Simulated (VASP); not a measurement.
ScAl2, 6 atoms in the cell. Symmetry: Fd-3m, No. 227, cubic system. Conventional cell: a = 7.544 Å, b = 7.544 Å, c = 7.544 Å, α = 90.00°, β = 90.00°, γ = 90.00°. Sc (site symmetry -43m) has 12 Al at 3.13 Å and 4 Sc at 3.27 Å within 4.1 Å. Al (site symmetry -3m) has 6 Al at 2.67 Å and 6 Sc at 3.13 Å within 3.5 Å. 

- Program: VASP 6.6.1
- Task: single point
- Functional: PBEsol
- Potentials or basis: VASP PAW PBE potentials, release 64 (Sc_sv, Al)
- Cutoff: 520 eV
- k mesh: 1 × 1 × 1
- Occupations: gaussian, width 0.1 eV
- Spin: no spin polarisation
- Dipole correction: no
- Further INCAR settings: ALGO = Normal; EDIFF = 1e-06; NBANDS = 26

Potentials or basis: VASP PAW PBE potentials, release 64 (Sc_sv, Al).

The run is started by

```bash
$ cat potpaw_PBE.64/Sc_sv/POTCAR potpaw_PBE.64/Al/POTCAR > POTCAR
$ mpirun -np 1 vasp_gam > vasp.out
```

Hardware: 1 thread of AMD EPYC 7R43 64-Core Processor (Zen 3) (shared host).

Question: Estimate the wall time of this run.

Answer: Wall time 11 s on 1 thread of AMD EPYC 7R43 64-Core Processor (Zen 3), with other jobs on the host, peak memory 0.18 GiB. Counts: scf iterations 13, k points 1.
